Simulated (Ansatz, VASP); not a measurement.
# MnO2 in VASP and in Ansatz

Contents of INCAR:

```
PREC = Accurate
ENCUT = 520
EDIFF = 1E-6
ISMEAR = -1
SIGMA = 0.05
LREAL = F
LASPH = T
NELM = 150
ALGO = Normal
ISIF = 2
LWAVE = F
LCHARG = F
ISPIN = 2
MAGMOM = 4 0 0
LORBIT = 11
LMAXMIX = 4
GGA = PE
NBANDS = 24
```

The input KPOINTS:

```
regular mesh
0
Gamma
  11 11 11
```

File POSCAR:

```
MnO2
1.0
    1.4378949485      0.8301690355      4.6142895739
   -1.4378949485      0.8301690355      4.6142895739
    0.0000000000     -1.6603380711      4.6142895739
Mn O
1 2
Direct
    0.0000000000      0.0000000000      0.0000000000
    0.7356355100      0.7356355100      0.7356355100
    0.2643644900      0.2643644900      0.2643644900
```

Contents of input.yaml:

```yaml
crystal:
  lattice:
    - [1.4378949485, 0.8301690355, 4.6142895739]
    - [-1.4378949485, 0.8301690355, 4.6142895739]
    - [0.0, -1.6603380711, 4.6142895739]
  atoms:
    - { symbol: Mn, position: [0.0, 0.0, 0.0], spin: 4.0 }
    - { symbol: O, position: [0.73563551, 0.73563551, 0.73563551] }
    - { symbol: O, position: [0.26436449, 0.26436449, 0.26436449] }
hamiltonian:
  xc: pbe
  pseudopotentials: { kind: paw }
magnetization:
  spin_polarized: true
kpoints:
  mp_grid: { grid: [11, 11, 11] }
scf:
  occupations: { method: fermi_dirac, width: 0.05 }
output:
  forces: true
  stress: true
  eigenvalues: true
```

Alike in both runs: task single point; functional PBE; k mesh 11 × 11 × 11; occupations fermi-dirac, width 0.05 eV; collinear spin.

```csv
,VASP,Ansatz
version,VASP 6.6.1,Ansatz 0.2.0
potentials or method,"VASP PAW PBE potentials, release 64 (Mn_pv, O)",Ansatz PAW
plane-wave cutoff (eV),520,420
valence electrons in the cell,25,27
```

VASP gave:

* gap on the k mesh at the Fermi level (eV): 0.91
* least direct gap on the mesh (eV): 0.98
* pressure (GPa): 1.9
* traceless stress, the component that is largest in VASP (GPa): 0.16
* rms of the force components (eV/Å): 0.012
* net moment per atom (μB): 1.00
* size of the moment on the site where the two differ most (μB): 2.85

Problem. Which values does Ansatz return?

Solution. gap on the k mesh at the Fermi level (eV): 0.95; least direct gap on the mesh (eV): 1.02; pressure (GPa): 1.0; traceless stress, the component that is largest in VASP (GPa): 0.57; rms of the force components (eV/Å): 0.029; net moment per atom (μB): 1.00; size of the moment on the site where the two differ most (μB): 2.51.

Site moments also hang on the region over which each program counts them. Atom by atom the forces differ by 0.041 eV/Å (rms over components). The functional is the same, so the differences come from potentials, cutoffs and numerics. VASP's potentials hold 25 valence electrons a cell and Ansatz's 27, so a difference there can come from the potentials and not from the codes.

Noted on Ansatz's run: odd divisions of the mesh miss points on the zone boundary, where band edges often lie, so the gap on the mesh can be too wide.
